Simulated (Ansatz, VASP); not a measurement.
# Ta in VASP and in Ansatz

```
Ta
1.0
    -1.74320    1.74320    1.48172
     1.74320   -1.74320    1.48172
     1.74320    1.74320   -1.48172
Ta
1
Direct
  0.00000 0.00000 0.00000
```

Alike in both runs: task single point; functional LDA; k mesh 22 × 22 × 22; occupations gaussian, width 0.2 eV; no spin polarisation.

|  | VASP | Ansatz |
| --- | --- | --- |
| version | VASP 6.6.1 | Ansatz 0.2.0 |
| potentials or method | VASP PAW LDA potentials, release 64 (Ta_pv), cutoff 500 eV | scalar-relativistic, plane waves, PAW |
| valence electrons in the cell | 11 | 13 |

Ansatz gave:

| Quantity | Value |
| --- | --- |
| gap on the k mesh at the Fermi level (eV) | none |
| pressure (GPa) | -6.5 |
| traceless stress, the component that is largest in VASP (GPa) | 8.47 |

Q: Estimate VASP's values.

A: gap on the k mesh at the Fermi level (eV): none; pressure (GPa): -5.8; traceless stress, the component that is largest in VASP (GPa): 8.59.

LDA's correlation is that of Perdew and Zunger in VASP and of Perdew and Wang (1992) in Ansatz. A gap of «none» marks a metal or a gap that the smearing closes. VASP's potentials hold 11 valence electrons a cell and Ansatz's 13, so a difference there can come from the potentials and not from the codes.

Neither program's run includes spin-orbit coupling.
